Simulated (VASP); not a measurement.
A run of VASP 6.6.1 is set up as follows.

INCAR

```
SYSTEM = P
PREC     = Accurate       ! precision mode
ENCUT    = 520            ! plane-wave cutoff, eV
EDIFF    = 1E-6           ! SCF threshold, eV
ISMEAR   = 0              ! smearing method
SIGMA    = 0.15           ! smearing width, eV
LREAL    = .False.        ! projectors in reciprocal space
LASPH    = .True.         ! aspherical terms in the spheres
NELM     = 60             ! most SCF steps
ALGO     = Normal         ! electronic algorithm
ISIF     = 2              ! what is computed and relaxed
LWAVE    = .False.        ! write WAVECAR
LCHARG   = .False.        ! write CHGCAR
GGA      = PS             ! functional
NBANDS   = 18             ! bands
```

File KPOINTS:

```
Automatic mesh
0
Gamma
  24 24 6
  0 0 0
```

Contents of POSCAR:

```
P
1.0
   -2.4347371633      0.0000000000     -0.0052449062
    0.0000000000     -2.4346254889      0.0000000000
   -0.0191581562      0.0000000000      9.2858958016
P
4
Direct
    1.0000098167      0.0000000000      0.9032686181
    1.0000042072      0.0000000000      0.3871151221
    0.0000014024      0.0000000000      0.1290383740
    0.0000070119      0.0000000000      0.6451918701
```

Potentials or basis: VASP PAW PBE potentials, release 64 (P).

The run is started by

```sh
$ cat potpaw_PBE.64/P/POTCAR > POTCAR
$ mpirun -np 1 vasp_std > vasp.out
```

(1) Estimate the band gap on the k mesh.

(2) Predict the largest force.

(3) What does it give for the pressure?

Results:

(1) zero (bands 10 and 11 overlap by 8.72 eV).

(2) 2.260 eV/Å.

(3) 7.3 GPa.

Caveat: the cell differs from its parent crystal (the distance across one plane changed); the stress differs along the axes, from 1 to 20 GPa; the PAW data sets were made with another functional, which shifts forces and pressure a little.
